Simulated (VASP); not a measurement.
Wanted: the native input for a VASP 6.6.1 run.

| Quantity | Value |
| --- | --- |
| Task | single point |
| Functional | PBE |
| Potentials or basis | VASP PAW PBE potentials, release 64 (Sb) |
| Cutoff | 520 eV |
| k mesh | 12 × 12 × 8 |
| Occupations | gaussian, width 0.1 eV |
| Spin | no spin polarisation |
| Dipole correction | no |
| Further INCAR settings | ALGO = Normal; EDIFF = 1e-07; NBANDS = 18 |

The structure of Sb lies in POSCAR:

```
Sb
1.0
    5.2664425222      0.0000000000      0.0000000000
   -2.6332212611      4.5608730118      0.0000000000
    0.0000000000      0.0000000000      6.5623598653
Sb
4
Direct
    0.3333333333      0.6666666667      0.4708302841
    0.6666666667      0.3333333333      0.9708302841
    0.6666666667      0.3333333333      0.5291697159
    0.3333333333      0.6666666667      0.0291697159
```

This isn't the form of Sb at room conditions, which is rhombohedral.

The input as run:

INCAR

```
SYSTEM = Sb
PREC     = Accurate       ! precision mode
ENCUT    = 520            ! plane-wave cutoff, eV
EDIFF    = 1E-7           ! SCF threshold, eV
ISMEAR   = 0              ! smearing method
SIGMA    = 0.1            ! smearing width, eV
LREAL    = .FALSE.        ! projectors in reciprocal space
LASPH    = .TRUE.         ! aspherical terms in the spheres
NELM     = 100            ! most SCF steps
ALGO     = Normal         ! electronic algorithm
ISIF     = 2              ! what is computed and relaxed
LWAVE    = .FALSE.        ! write WAVECAR
LCHARG   = .FALSE.        ! write CHGCAR
GGA      = PE             ! functional
NBANDS   = 18             ! bands
```

KPOINTS

```
Automatic mesh
0
G
  12 12 8
  0 0 0
```

Potentials or basis: VASP PAW PBE potentials, release 64 (Sb).

Run with:

```console
$ cat potpaw_PBE.64/Sb/POTCAR > POTCAR
$ mpirun -np 1 vasp_std > vasp.out
```

Results of the run:

```json
{"Pressure": "0.0 GPa", "Largest force": "0.020 eV/Å", "Band gap on the k mesh": "zero (bands 10 and 11 overlap by 0.36 eV)"}
```

Caveat: spin-orbit coupling is left out, which moves the levels of the heavy elements.

Wall time 6.1 min on 1 thread of AMD EPYC 7R13, with other jobs on the host, peak memory 0.36 GiB.
